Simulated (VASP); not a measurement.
Wanted: the native input for a VASP 6.6.1 run.

```yaml
Task: single point
Functional: B3LYP
Potentials_or_basis: VASP PAW PBE potentials, release 64 (B)
Cutoff: 520 eV
k_mesh: 6 × 6 × 8
Occupations: fermi-dirac, width 0.05 eV
Spin: no spin polarisation
Dipole_correction: no
Grid_for_exact_exchange_PRECFOCK: Normal
Further_INCAR_settings: ALGO = Normal; EDIFF = 1e-07; NBANDS = 8
```

B:

```
B
1.0
     2.33036    0.00000    0.00000
     0.00000    2.33036    0.00000
     0.00000    0.00000    1.57515
B
1
Cartesian
  1.1652 1.1652 0.7876
```

These files were run (other wordings do the same):

POSCAR

```
B
1.0
    2.3303638209      0.0000000000      0.0000000000
    0.0000000000      2.3303638209      0.0000000000
    0.0000000000      0.0000000000      1.5751467934
B
1
Direct
    0.5000000000      0.5000000000      0.5000000000
```

INCAR.step1

```
SYSTEM = B
  ALGO = Normal
  EDIFF = 1E-5
  ENCUT = 520
  GGA = PE
  ISIF = 2
  ISMEAR = -1
  LASPH = .True.
  LCHARG = .False.
  LREAL = .False.
  LWAVE = .True.
  NBANDS = 8
  NELM = 80
  PREC = Accurate
  SIGMA = 0.05
```

INCAR.step2

```
SYSTEM = B
  AEXX = 0.2
  AGGAC = 0.81
  AGGAX = 0.72
  ALDAC = 0.19
  ALGO = Normal
  EDIFF = 1E-7
  ENCUT = 520
  GGA = B3
  ISIF = 2
  ISMEAR = -1
  ISTART = 1
  LASPH = .True.
  LCHARG = .False.
  LHFCALC = .True.
  LREAL = .False.
  LWAVE = .False.
  NBANDS = 8
  NELM = 80
  PREC = Accurate
  PRECFOCK = Normal
  SIGMA = 0.05
```

KPOINTS

```
k-points
0
Gamma
  6 6 8
  0 0 0
```

Potentials or basis: VASP PAW PBE potentials, release 64 (B).

The run is started by

```console
$ cat potpaw_PBE.64/B/POTCAR > POTCAR
$ cp INCAR.step1 INCAR
$ mpirun -np 1 vasp_std > vasp.out
$ cp INCAR.step2 INCAR
$ mpirun -np 1 vasp_std > vasp.out
```

It gave:

```yaml
Pressure: 4.5 GPa
```

Caveat: the k points lie up to 0.50 Å⁻¹ apart; the PAW data sets were made with another functional, which shifts forces and pressure a little.

Wall time 58 s on 1 thread of Intel(R) Xeon(R) 6975P-C (Granite Rapids) (shared host), peak memory 0.11 GiB.
